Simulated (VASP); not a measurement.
**AgCl: single point with LDA**

AgCl:

```
CELL_PARAMETERS angstrom
1.86314 -5.55611 0.00000
1.86314 5.55611 0.00000
0.00000 0.00000 3.94200
ATOMIC_POSITIONS crystal
Ag 0.39578 0.60422 0.75000
Ag 0.60422 0.39578 0.25000
Cl 0.86592 0.13408 0.25000
Cl 0.13408 0.86592 0.75000
```

```json
{
 "Program": "VASP 6.6.1",
 "Task": "single point",
 "Functional": "LDA",
 "Potentials or basis": "VASP PAW LDA potentials, release 64 (Ag, Cl)",
 "Cutoff": "520 eV",
 "k mesh": "8 × 8 × 6",
 "Occupations": "gaussian, width 0.01 eV",
 "Spin": "no spin polarisation",
 "Dipole correction": "no",
 "Further INCAR settings": "ALGO = Normal; EDIFF = 1e-07; NBANDS = 26"
}
```

| Property | Result |
| --- | --- |
| Pressure | -6.0 GPa |
| Largest force | 0.038 eV/Å |
| Band gap on the k mesh | 0.22 eV (least direct gap 1.75 eV) |

Forces on the atoms (eV/Å):
```
Ag   0.000 -0.038  0.000
Ag   0.000  0.038  0.000
Cl   0.000 -0.021  0.000
Cl   0.000  0.021  0.000
```

Stress tensor (GPa, compression positive):
```
-6.02  0.00  0.00
 0.00 -5.04  0.00
 0.00  0.00 -6.85
```

Levels at points of the mesh, in eV from the valence-band top:
```
           k point  band 16  band 17  band 18  band 19  band 20  band 21
(0.00, 0.00, 0.00)    -1.80    -1.74    -1.54     0.22     2.83     7.46
(0.50, 0.00, 0.00)    -1.06    -0.07    -0.01     2.97     4.89     5.48
(0.50, 0.50, 0.00)    -1.72    -1.70    -1.55     1.88     3.39     6.15
(0.00, 0.00, 0.50)    -1.35    -0.13    -0.13     4.18     4.18     6.55
(0.50, 0.00, 0.50)    -2.14    -1.54    -1.54     2.58     2.58     7.14
(0.50, 0.50, 0.50)    -0.78    -0.17    -0.17     3.43     3.43     6.52
```

Run time: 4.9 min on 1 thread of Oxide Virtual Turin-like Processor, with other jobs on the host, peak memory 0.27 GiB.

Caveat: the cell stands under tension. A k mesh can miss the band edges.
